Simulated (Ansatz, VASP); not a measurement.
**One calculation of NaH, two programs**

```
CELL_PARAMETERS angstrom
0.02000 2.59692 2.59692
2.59692 0.02000 2.59692
2.61692 2.61692 0.00000
ATOMIC_POSITIONS crystal
Na 0.00149 0.00149 0.99851
H 0.24851 0.24851 0.25149
```

Change from the starting cell: shear_xy strain +1.5%.

Alike in both runs: task single point; functional HSE06; k mesh 6 × 6 × 6; no spin polarisation.

```csv
,VASP,Ansatz
version,VASP 6.6.1,Ansatz 0.2.0
potentials or method,"VASP PAW PBE potentials, release 64 (Na_pv, H)","plane waves, PAW"
plane-wave cutoff (eV),520,420
occupations,"gaussian, width 0.01 eV",fixed
valence electrons in the cell,8,10
```

```csv
,VASP,Ansatz,Ansatz less VASP
gap on the k mesh at the Fermi level (eV),4.60,4.60,+0.005
pressure (GPa),0.1,0.0,-0.01
"traceless stress, the component that is largest in VASP (GPa)",-0.21,-0.21,+0.001
```

VASP's potentials hold 8 valence electrons a cell and Ansatz's 10, so a difference there can come from the potentials and not from the codes. Ansatz's warnings: stress exchange threshold loose, stress scf threshold loose.
